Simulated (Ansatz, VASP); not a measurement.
**Two plane-wave programs on Be2H3O**

```
Be H O
1.0
     2.60142    0.00000    0.00000
    -1.30071    2.25289    0.00000
     0.00000    0.00000   21.40944
Be H O
4 6 2
Direct
  0.66667 0.33333 0.82936
  0.00000 0.00000 0.61947
  0.33333 0.66667 0.17064
  0.00000 0.00000 0.38053
  0.00000 0.00000 0.01738
  0.00000 0.00000 0.98262
  0.66667 0.33333 0.65699
  0.33333 0.66667 0.58195
  0.33333 0.66667 0.34301
  0.66667 0.33333 0.41805
  0.33333 0.66667 0.82934
  0.66667 0.33333 0.17066
```

Alike in both runs: functional PBE; k mesh 12 × 12 × 2; no spin polarisation.

Ansatz relaxed the structure, and its values are those at the end. VASP's run is a single point on that final structure, the one shown.

|  | VASP | Ansatz |
| --- | --- | --- |
| version | VASP 6.6.1 | Ansatz 0.2.0 |
| potentials or method | VASP PAW PBE potentials, release 64 (Be, H, O), cutoff 520 eV | scalar-relativistic, plane waves, PAW |
| occupations | gaussian, width 0.01 eV | fixed |
| valence electrons in the cell | 26 | 26 |

Ansatz gave:

```
gap on the k mesh at the Fermi level (eV) : 4.23
least direct gap on the mesh (eV)         : 4.47
pressure (GPa)                            : 0.0
```

**Question.** What did VASP give for the same quantities?

**Answer.** gap on the k mesh at the Fermi level (eV): 4.21; least direct gap on the mesh (eV): 4.47; pressure (GPa): -0.1.
